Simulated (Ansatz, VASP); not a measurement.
# KTaO3: VASP beside Ansatz

```
CELL_PARAMETERS angstrom
4.02442 0.00000 0.00000
0.00000 4.02442 0.00000
0.00000 0.00000 4.02442
ATOMIC_POSITIONS crystal
K 0.00000 0.00000 0.00000
Ta 0.50000 0.50000 0.50000
O 0.50000 0.00000 0.50000
O 0.50000 0.50000 0.00000
O 0.00000 0.50000 0.50000
```

Alike in both runs: task relaxation of cell and atoms; functional PBE; k mesh 8 × 8 × 8; occupations gaussian, width 0.02 eV; no spin polarisation.

|  | VASP | Ansatz |
| --- | --- | --- |
| version | VASP 6.6.1 | Ansatz 0.2.0 |
| potentials or method | VASP PAW PBE potentials, release 64 (K_sv, Ta_pv, O), cutoff 600 eV | scalar-relativistic, plane waves, PAW |
| valence electrons in the cell | 38 | 40 |

|  | VASP | Ansatz | Ansatz less VASP |
| --- | --- | --- | --- |
| gap on the k mesh at the Fermi level, each at its own relaxed structure (eV) | 2.11 | 2.16 | +0.049 |
| relaxed volume (Å³/atom) | 13.06 | 13.04 | -0.028 |
| relaxed length of the cell vector where the two differ most in proportion (Å) | 4.027 | 4.024 | -0.0029 |

VASP's potentials hold 38 valence electrons a cell and Ansatz's 40, so a difference there can come from the potentials and not from the codes.

Spin-orbit coupling is off throughout.
